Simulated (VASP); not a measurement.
Here is a VASP 6.6.1 calculation.

Contents of INCAR:

```
PREC     = Accurate       # precision mode
ENCUT    = 500            # plane-wave cutoff, eV
EDIFF    = 1E-6           # SCF threshold, eV
ISMEAR   = -1             # smearing method
SIGMA    = 0.05           # smearing width, eV
LREAL    = False          # projectors in reciprocal space
LASPH    = True           # aspherical terms in the spheres
NELM     = 120            # most SCF steps
ALGO     = Normal         # electronic algorithm
ISIF     = 2              # what is computed and relaxed
LWAVE    = False          # write WAVECAR
LCHARG   = True           # write CHGCAR
LELF     = True           # ELF
LVHAR    = True         
NBANDS   = 16             # bands
GGA_COMPAT= False
```

KPOINTS

```
regular mesh
0
Gamma
  6 6 6
```

POSCAR

```
CdS
1.0
    0.0000000000      2.7983871710      2.7983871710
    2.7983871710      0.0000000000      2.7983871710
    2.7983871710      2.7983871710      0.0000000000
Cd S
1 1
Direct
    0.0000000000      0.0000000000      0.0000000000
    0.5000000000      0.5000000000      0.5000000000
```

Potentials or basis: VASP PAW LDA potentials, release 64 (Cd, S).

The run is started by

```sh
$ cat potpaw_LDA.64/Cd/POTCAR potpaw_LDA.64/S/POTCAR > POTCAR
$ mpirun -np 1 vasp_std > vasp.out
```

Question: Predict the pressure.

Answer: -8.9 GPa.
